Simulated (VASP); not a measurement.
Write the native input for VASP 6.6.1 that does the following.

* Task: single point
* Functional: PBEsol
* Potentials or basis: VASP PAW PBE potentials, release 64 (Al, Ga_d, Sb)
* Cutoff: 520 eV
* k mesh: 3 × 3 × 3
* Occupations: gaussian, width 0.01 eV
* Spin: no spin polarisation
* Dipole correction: no
* Further INCAR settings: LREAL = Auto; ALGO = Normal; EDIFF = 1e-06; NBANDS = 71

The structure of Al3Ga5Sb8 lies in POSCAR:

```
Al3Ga5Sb8
1.0
   -6.1296492915      6.1296492915      0.0000000000
   -6.1296492915      0.0000000000      6.1296492915
    0.0005128126      6.1301621041      6.1301621041
Al Ga Sb
3 5 8
Direct
   -0.0000065894     -0.0000065894     -0.0003462752
    0.5003594539     -0.0000065894     -0.0003462752
   -0.0000065894      0.5003594539     -0.0003462752
   -0.0000254745     -0.0000254745      0.5000764236
    0.5000361010      0.5000361010     -0.0001083031
    0.4999987167     -0.0002458593      0.5002484258
   -0.0002458593      0.4999987167      0.5002484258
    0.4999987167      0.4999987167      0.5002484258
    0.8746215268      0.8746215268      0.3760886546
    0.3746682919      0.8746215268      0.3760886546
    0.8746215268      0.3746682919      0.3760886546
    0.8753816598      0.8753816598      0.8738550205
    0.3749562635      0.3749562635      0.3751312095
    0.3757002832      0.8742416891      0.8743577446
    0.8742416891      0.3757002832      0.8743577446
    0.3757002832      0.3757002832      0.8743577446
```

The input as run:

INCAR

```
SYSTEM = Al3Ga5Sb8
PREC     = Accurate       ! precision mode
ENCUT    = 520            ! plane-wave cutoff, eV
EDIFF    = 1E-6           ! SCF threshold, eV
ISMEAR   = 0              ! smearing method
SIGMA    = 0.01           ! smearing width, eV
LREAL    = Auto         
LASPH    = .True.         ! aspherical terms in the spheres
NELM     = 60             ! most SCF steps
ALGO     = Normal         ! electronic algorithm
ISIF     = 2              ! what is computed and relaxed
LWAVE    = .False.        ! write WAVECAR
LCHARG   = .False.        ! write CHGCAR
GGA      = PS             ! functional
NBANDS   = 71             ! bands
```

KPOINTS

```
regular mesh
0
Gamma
  3 3 3
  0 0 0
```

Potentials or basis: VASP PAW PBE potentials, release 64 (Al, Ga_d, Sb).

The run is started by

```console
$ cat potpaw_PBE.64/Al/POTCAR potpaw_PBE.64/Ga_d/POTCAR potpaw_PBE.64/Sb/POTCAR > POTCAR
$ mpirun -np 1 vasp_std > vasp.out
```

Results of the run:

```
Pressure               : 0.2 GPa
Largest force          : 0.017 eV/Å
Band gap on the k mesh : 0.23 eV
```

Caveat: the PAW data sets were made with another functional, which shifts forces and pressure a little; spin-orbit coupling is left out, which moves the levels of the heavy elements.

It took 12 min on 1 thread of Intel Xeon 8259CL, on a shared host, peak memory 0.61 GiB.
